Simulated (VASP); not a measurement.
A run of VASP 6.6.1 is set up as follows.

The input INCAR:

```
PREC = Accurate ; ENCUT = 520
EDIFF = 1E-7 ; ISMEAR = 0
SIGMA = 0.05 ; LREAL = F
LASPH = T ; NELM = 60
ALGO = Normal ; ISIF = 2
LWAVE = F ; LCHARG = T
GGA = PE ; LELF = T
LVHAR = T ; NBANDS = 12
```

Contents of KPOINTS:

```
Automatic mesh
0
Gamma
  8 8 8
```

Contents of POSCAR:

```
Ti
1.0
    0.0000000000      2.0666285835      2.0666285835
    2.0666285835      0.0000000000      2.0666285835
    2.0666285835      2.0666285835      0.0000000000
Ti
1
Direct
    0.0000000000      0.0000000000      0.0000000000
```

Potentials or basis: VASP PAW PBE potentials, release 64 (Ti_sv).

The run is started by

```bash
$ cat potpaw_PBE.64/Ti_sv/POTCAR > POTCAR
$ mpirun -np 1 vasp_std > vasp.out
```

Task: What does it give for the band gap on the k mesh?

Result: Zero (band 6 reaches 8.90 eV, above the bottom of band 7 at 7.66 eV).

Task: Predict the pressure.

Result: -1.9 GPa.
